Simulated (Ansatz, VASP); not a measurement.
Al in VASP and in Ansatz

```
Al
1.0
     2.60470    0.00000    0.00000
    -1.30235    2.25574    0.00000
     0.00000    0.00000   10.51570
Al
4
Direct
  0.00000 0.00000 0.00000
  0.33333 0.66667 0.25000
  0.00000 0.00000 0.50000
  0.66667 0.33333 0.75000
```

Alike in both runs: task single point; functional PBEsol; dispersion D3(BJ); k mesh 18 × 18 × 6; occupations gaussian, width 0.15 eV; no spin polarisation.

|  | VASP | Ansatz |
| --- | --- | --- |
| version | VASP 6.6.1 | Ansatz 0.2.0 |
| potentials or method | VASP PAW PBE potentials, release 64 (Al), cutoff 520 eV | scalar-relativistic, plane waves, PAW |
| valence electrons in the cell | 12 | 12 |

|  | VASP | Ansatz | Ansatz less VASP |
| --- | --- | --- | --- |
| gap on the k mesh at the Fermi level (eV) | none | none | - |
| pressure (GPa) | 7.0 | 6.9 | -0.15 |
| traceless stress, the component that is largest in VASP (GPa) | -15.73 | -15.60 | +0.128 |

VASP's potentials were made for PBE, not for PBEsol, and Ansatz warns of the same on its side. A gap of «none» marks a metal or a gap that the smearing closes.
